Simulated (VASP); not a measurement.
The system is NaI.

```xyz
2
Lattice="0.0000 3.2790 3.2790 3.2790 0.0000 3.2790 3.2790 3.2790 0.0000" Properties=species:S:1:pos:R:3 pbc="T T T"
I     3.2790    3.2790    3.2790
Na    0.0000    0.0000    0.0000
```

Program: VASP 6.6.1. Alike in all runs: task single point; no spin polarisation; cell as given; cutoff (eV) 520; smearing fermi-dirac 0.05 eV.

Problem. Order these runs on this cell by their band gap on the k mesh, lowest first.
A. level LDA; potentials or basis VASP PAW LDA potentials, release 64 (I, Na_pv); k mesh 6 × 6 × 6
B. level PBEsol; potentials or basis VASP PAW PBE potentials, release 64 (I, Na_pv); k mesh 7 × 7 × 7
C. level r2SCAN; potentials or basis VASP PAW PBE potentials, release 64 (I, Na_pv); k mesh 7 × 7 × 7
D. level PBE0; potentials or basis VASP PAW PBE potentials, release 64 (I, Na_pv); k mesh 4 × 4 × 4; grid for exact exchange (PRECFOCK) Normal

Solution. A (3.25 eV), B (3.41 eV), C (4.32 eV), D (5.25 eV).

Caveats: spin-orbit coupling is left out, which moves the levels of the heavy elements.
